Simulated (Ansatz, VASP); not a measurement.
**SiC in VASP and in Ansatz**

File INCAR:

```
PREC     = Accurate       # precision mode
ENCUT    = 520            # plane-wave cutoff, eV
EDIFF    = 1E-6           # SCF threshold, eV
ISMEAR   = 0              # smearing method
SIGMA    = 0.05           # smearing width, eV
LREAL    = False          # projectors in reciprocal space
LASPH    = True           # aspherical terms in the spheres
NELM     = 80             # most SCF steps
ALGO     = Normal         # electronic algorithm
ISIF     = 2              # what is computed and relaxed
LWAVE    = False          # write WAVECAR
LCHARG   = False          # write CHGCAR
GGA      = PE             # functional
NBANDS   = 16             # bands
```

KPOINTS

```
Automatic mesh
0
Gamma
  12 12 6
```

File POSCAR:

```
SiC
1.0
    3.3391077199      0.0000000000      0.0000000000
   -1.6695538599      2.8917521114      0.0000000000
    0.0000000000      0.0000000000      5.2769820245
Si C
2 2
Direct
    0.3333333333      0.6666666667      0.0045635313
    0.6666666667      0.3333333333      0.5045635313
    0.3333333333      0.6666666667      0.3804364687
    0.6666666667      0.3333333333      0.8804364687
```

Input for Ansatz:

```yaml
crystal:
  lattice:
    - [3.3391077199, 0.0, 0.0]
    - [-1.6695538599, 2.8917521114, 0.0]
    - [0.0, 0.0, 5.2769820245]
  atoms:
    - { symbol: Si, position: [0.3333333333, 0.6666666667, 0.0045635313] }
    - { symbol: Si, position: [0.6666666667, 0.3333333333, 0.5045635313] }
    - { symbol: C, position: [0.3333333333, 0.6666666667, 0.3804364687] }
    - { symbol: C, position: [0.6666666667, 0.3333333333, 0.8804364687] }
basis:
  ecutwfc: 420
kpoints:
  mp_grid: { grid: [12, 12, 6] }
hamiltonian:
  xc: pbe
scf:
  occupations: { method: gaussian, width: 0.05 }
output:
  forces: true
  stress: true
  eigenvalues: true
```

Change from the starting cell: strain +0.080 along x and y, +0.040 along z, atoms carried along.

Alike in both runs: task single point; functional PBE; k mesh 12 × 12 × 6; occupations gaussian, width 0.05 eV; no spin polarisation.

|  | VASP | Ansatz |
| --- | --- | --- |
| version | VASP 6.6.1 | Ansatz 0.2.0 |
| potentials or method | VASP PAW PBE potentials, release 64 (Si, C), cutoff 520 eV | scalar-relativistic, plane waves, PAW |
| valence electrons in the cell | 16 | 16 |

Ansatz gave:

| Quantity | Value |
| --- | --- |
| gap on the k mesh at the Fermi level (eV) | 2.22 |
| least direct gap on the mesh (eV) | 2.68 |
| pressure (GPa) | -27.6 |
| traceless stress, the component that is largest in VASP (GPa) | 8.58 |
| rms of the force components (eV/Å) | 0.037 |

Question: Estimate VASP's values.

Answer: gap on the k mesh at the Fermi level (eV): 2.22; least direct gap on the mesh (eV): 2.68; pressure (GPa): -27.6; traceless stress, the component that is largest in VASP (GPa): 8.62; rms of the force components (eV/Å): 0.037.

Atom by atom the forces differ by 0.000 eV/Å (rms over components). With one functional, cell and mesh, what is left measures potentials, basis and numerics.
